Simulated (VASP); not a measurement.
# Rh (Fm-3m) in VASP: notebook, part 3 of 3

VASP 6.6.1. Earlier steps stand in the parts before.

## Step 5: Single point, r2SCAN

POSCAR reads:

```
Rh
1.0
    0.0000000000      1.9008071574      1.9008071574
    1.9008071574      0.0000000000      1.9008071574
    1.9008071574      1.9008071574      0.0000000000
Rh
1
Direct
    0.0000000000      0.0000000000      0.0000000000
```

INCAR.step1 reads:

```
ALGO = Normal
EDIFF = 1E-5
ENCUT = 580
GGA = PE
GGA_COMPAT = False
ISMEAR = -1
LASPH = True
LCHARG = False
LREAL = False
LWAVE = True
NBANDS = 14
NELM = 120
PREC = Accurate
SIGMA = 0.6
```

INCAR.step2 reads:

```
ALGO = Normal
EDIFF = 1E-6
ENCUT = 580
GGA_COMPAT = False
ISIF = 2
ISMEAR = -1
ISTART = 1
LASPH = True
LCHARG = True
LELF = True
LMIXTAU = True
LREAL = False
LVHAR = True
LWAVE = False
METAGGA = R2SCAN
NBANDS = 14
NELM = 120
PREC = Accurate
SIGMA = 0.6
```

KPOINTS reads:

```
k-points
0
Gamma
  14 14 14
```

Potentials or basis: VASP PAW PBE potentials, release 64 (Rh_sv_GW).

The run is started by

```sh
$ cat potpaw_PBE.64/Rh_sv_GW/POTCAR > POTCAR
$ cp INCAR.step1 INCAR
$ mpirun -np 1 vasp_std > vasp.out
$ cp INCAR.step2 INCAR
$ mpirun -np 1 vasp_std > vasp.out
```

OUTCAR:

```text
EDIFF = 1E-6
   ENCUT = 580
   ISIF = 2
   ISMEAR = -1
   ISTART = 1
   LASPH = True
   LREAL = False
   METAGGA = R2SCAN
   NELM = 120
   PREC = Accurate

 ion  position               nearest neighbor table
   1  0.000  0.000  0.000-

  LATTYP: Found a face centered cubic cell.
 ALAT       =     3.8016143148

  Lattice vectors:

 A1 = (   0.0000000000,   1.9008071574,   1.9008071574)
 A2 = (   1.9008071574,   0.0000000000,   1.9008071574)
 A3 = (   1.9008071574,   1.9008071574,   0.0000000000)

Analysis of symmetry for initial positions (statically):
=====================================================================
 Subroutine PRICEL returns:
 Original cell was already a primitive cell.

 Routine SETGRP: Setting up the symmetry group for a
 face centered cubic supercell.

 Subroutine GETGRP returns: Found 48 space group operations
 (whereof 48 operations were pure point group operations)
 out of a pool of 48 trial point group operations.

The static configuration has the point symmetry O_h .

Analysis of symmetry for dynamics (positions and initial velocities):
[... 161 lines left out ...]
 fundamental gap:      0.0071940258
 Fermi energy:        10.7824935394

 k-point     1 :       0.0000    0.0000    0.0000
  band No.  band energies     occupation
      1     -70.3595      2.00000
      2     -36.9976      2.00000
      3     -36.9976      2.00000
      4     -36.9976      2.00000
      5       2.5590      2.00000
      6       7.5920      1.99024
      7       7.5920      1.99024
      8       7.5920      1.99024
      9       9.7103      1.71310
     10       9.7103      1.71310
     11      27.1710      0.00000
     12      32.8184      0.00000
     13      32.8184      0.00000
     14      32.8184      0.00000
[... 377 lines left out ...]
      1     -70.2862      2.00000
      2     -37.3922      2.00000
      3     -37.1077      2.00000
      4     -37.0991      2.00000
      5       4.8879      1.99989
      6       6.5341      1.99832
      7       7.9268      1.98301
      8       8.5244      1.95465
      9       9.8350      1.65816
     10      10.4737      1.25180
     11      27.3893      0.00000
     12      29.7267      0.00000
     13      32.2261      0.00000
     14      33.4083      0.00000

 [... further k-points ...]
[... 5 lines left out ...]
  --------------------------------------------------------------------------------------
  -------------------------------------------------------------------------------------
  Total        0.8266756      0.8266756      0.8266756      0.0000000     -0.0000000      0.0000000
  in kB       96.4276340     96.4276340     96.4276340      0.0000000     -0.0000000      0.0000000
  external PRESSURE =      96.4276340 kB  Pullay stress =       0.0000000 kB

 VOLUME and BASIS-vectors are now :
 -----------------------------------------------------------------------------
  energy-cutoff  :      580.00
  volume of cell :       13.74
      direct lattice vectors                 reciprocal lattice vectors
     0.000000000  1.900807157  1.900807157    -0.263046148  0.263046148  0.263046148
     1.900807157  0.000000000  1.900807157     0.263046148 -0.263046148  0.263046148
     1.900807157  1.900807157  0.000000000     0.263046148  0.263046148 -0.263046148

 POSITION                                       TOTAL-FORCE (eV/Angst)
 -----------------------------------------------------------------------------------
      0.00000      0.00000      0.00000        -0.000000      0.000000     -0.000000
 -----------------------------------------------------------------------------------
    total drift:                                0.000000      0.000000      0.000000

  FREE ENERGIE OF THE ION-ELECTRON SYSTEM (eV)
  ---------------------------------------------------
  free  energy   TOTEN  =       -24.0090735309 eV

  energy  without entropy=      -22.6628353129  energy(sigma->0) =      -23.33595442
```

OUTCAR.step1:

```text
EDIFF = 1E-5
   ENCUT = 580
   GGA = PE
   ISMEAR = -1
   LASPH = True
[... 623 lines left out ...]

 POSITION                                       TOTAL-FORCE (eV/Angst)
 -----------------------------------------------------------------------------------
      0.00000      0.00000      0.00000        -0.000000     -0.000000     -0.000000
 -----------------------------------------------------------------------------------
    total drift:                               -0.000000     -0.000000      0.000000

  FREE ENERGIE OF THE ION-ELECTRON SYSTEM (eV)
  ---------------------------------------------------
  free  energy   TOTEN  =        -7.1554030892 eV

  energy  without entropy=       -5.7721919078  energy(sigma->0) =       -6.46379750
```

Wall time 38 s (1 thread of Intel Xeon 6975P-C (Granite Rapids), shared host); peak memory 0.17 GiB.

What came out:

```yaml
Free_energy: -24.0091 eV
Pressure: 9.6 GPa
```

Caveat: the PAW data sets were made with another functional, which shifts forces and pressure a little.

## Step 6: Single point, r2SCAN

POSCAR is that of step 5.

INCAR.step1 reads:

```
ALGO = Normal ; EDIFF = 1E-5
ENCUT = 580 ; GGA = PE
GGA_COMPAT = F ; ISMEAR = 1
LASPH = T ; LCHARG = F
LREAL = F ; LWAVE = T
NBANDS = 14 ; NELM = 120
PREC = Accurate ; SIGMA = 0.01
```

INCAR.step2 reads:

```
ALGO = Normal ; EDIFF = 1E-6
ENCUT = 580 ; GGA_COMPAT = F
ISIF = 2 ; ISMEAR = 1
ISTART = 1 ; LASPH = T
LCHARG = F ; LMIXTAU = T
LREAL = F ; LWAVE = F
METAGGA = R2SCAN ; NBANDS = 14
NELM = 120 ; PREC = Accurate
SIGMA = 0.01
```

KPOINTS is that of step 5.

Potentials or basis: VASP PAW PBE potentials, release 64 (Rh_sv_GW).

The run is started by

```sh
$ cat potpaw_PBE.64/Rh_sv_GW/POTCAR > POTCAR
$ cp INCAR.step1 INCAR
$ mpirun -np 1 vasp_std > vasp.out
$ cp INCAR.step2 INCAR
$ mpirun -np 1 vasp_std > vasp.out
```

OUTCAR:

```text
EDIFF = 1E-6
   ENCUT = 580
   ISIF = 2
   ISMEAR = 1
   ISTART = 1
   LASPH = T
   LREAL = F
   METAGGA = R2SCAN
   NELM = 120
   PREC = Accurate

 ion  position               nearest neighbor table
   1  0.000  0.000  0.000-

  LATTYP: Found a face centered cubic cell.
 ALAT       =     3.8016143148

  Lattice vectors:

 A1 = (   0.0000000000,   1.9008071574,   1.9008071574)
 A2 = (   1.9008071574,   0.0000000000,   1.9008071574)
 A3 = (   1.9008071574,   1.9008071574,   0.0000000000)

[... 578 lines left out ...]
      6       6.4962      2.00000
      7       7.8755      2.00000
      8       8.4741      2.00000
      9       9.7857      2.00000
     10      10.4115      2.00000
     11      27.3939      0.00000
     12      29.7247      0.00000
     13      32.2054      0.00000
     14      33.4036      0.00000

 [... further k-points ...]
[... 5 lines left out ...]
  --------------------------------------------------------------------------------------
  -------------------------------------------------------------------------------------
  Total       -0.1709067     -0.1709067     -0.1709067      0.0000000     -0.0000000      0.0000000
  in kB      -19.9354235    -19.9354235    -19.9354235      0.0000000     -0.0000000      0.0000000
  external PRESSURE =     -19.9354235 kB  Pullay stress =       0.0000000 kB

 VOLUME and BASIS-vectors are now :
 -----------------------------------------------------------------------------
  energy-cutoff  :      580.00
  volume of cell :       13.74
      direct lattice vectors                 reciprocal lattice vectors
     0.000000000  1.900807157  1.900807157    -0.263046148  0.263046148  0.263046148
     1.900807157  0.000000000  1.900807157     0.263046148 -0.263046148  0.263046148
     1.900807157  1.900807157  0.000000000     0.263046148  0.263046148 -0.263046148

 POSITION                                       TOTAL-FORCE (eV/Angst)
 -----------------------------------------------------------------------------------
      0.00000      0.00000      0.00000         0.000000      0.000000      0.000000
 -----------------------------------------------------------------------------------
    total drift:                                0.000000     -0.000000     -0.000000

  FREE ENERGIE OF THE ION-ELECTRON SYSTEM (eV)
  ---------------------------------------------------
  free  energy   TOTEN  =       -23.2820628749 eV

  energy  without entropy=      -23.2820859751  energy(sigma->0) =      -23.28207057
```

OUTCAR.step1:

```text
EDIFF = 1E-5
   ENCUT = 580
   GGA = PE
   ISMEAR = 1
   LASPH = T
[... 624 lines left out ...]

 POSITION                                       TOTAL-FORCE (eV/Angst)
 -----------------------------------------------------------------------------------
      0.00000      0.00000      0.00000        -0.000000     -0.000000     -0.000000
 -----------------------------------------------------------------------------------
    total drift:                               -0.000000      0.000000     -0.000000

  FREE ENERGIE OF THE ION-ELECTRON SYSTEM (eV)
  ---------------------------------------------------
  free  energy   TOTEN  =        -6.4026742222 eV

  energy  without entropy=       -6.4026782474  energy(sigma->0) =       -6.40267556
```

It used 170 s of CPU time on 1 thread of AMD EPYC 7R13 Processor (Zen 3), on a shared host.

Results:

```yaml
Free_energy: -23.2821 eV
Pressure: -2.0 GPa
```

Caveat: the PAW data sets were made with another functional, which shifts forces and pressure a little.

## Step 7: The runs side by side

| task | potentials or basis | cell | k mesh | cutoff (eV) | smearing | second run | gap on the mesh (eV) | pressure (GPa) |
| --- | --- | --- | --- | --- | --- | --- | --- | --- |
| single point | VASP PAW PBE potentials, release 64 (Rh_pv) | a = 2.688 Å, angles 60.0°, 1 atom | 23 × 23 × 23 | 520 | fermi-dirac 0.1 eV | - | none | 1.2 |
| relaxation of cell and atoms | VASP PAW PBE potentials, release 64 (Rh_pv) | relaxed from a = 2.689 Å, angles 60.0°, 1 atom | 14 × 14 × 14 | 600 | fermi-dirac 0.1 eV | - | none | 0.0 |
| single point | VASP PAW PBE potentials, release 64 (Rh_sv_GW) | a = 2.688 Å, angles 60.0°, 1 atom | 14 × 14 × 14 | 580 | gaussian 0.6 eV | valence_matched | none | 0.4 |
| single point | VASP PAW PBE potentials, release 64 (Rh_sv_GW) | a = 2.688 Å, angles 60.0°, 1 atom | 14 × 14 × 14 | 580 | fermi-dirac 0.6 eV | valence_matched | none | 9.6 |
| single point | VASP PAW PBE potentials, release 64 (Rh_sv_GW) | a = 2.688 Å, angles 60.0°, 1 atom | 14 × 14 × 14 | 580 | methfessel-paxton 0.01 eV | valence_matched | none | -2.0 |

Alike in all rows: level r2SCAN; no spin polarisation.

Caveats: the PAW data sets were made with another functional, which shifts forces and pressure a little.

Absolute energies hang on the potentials; compare differences alone.
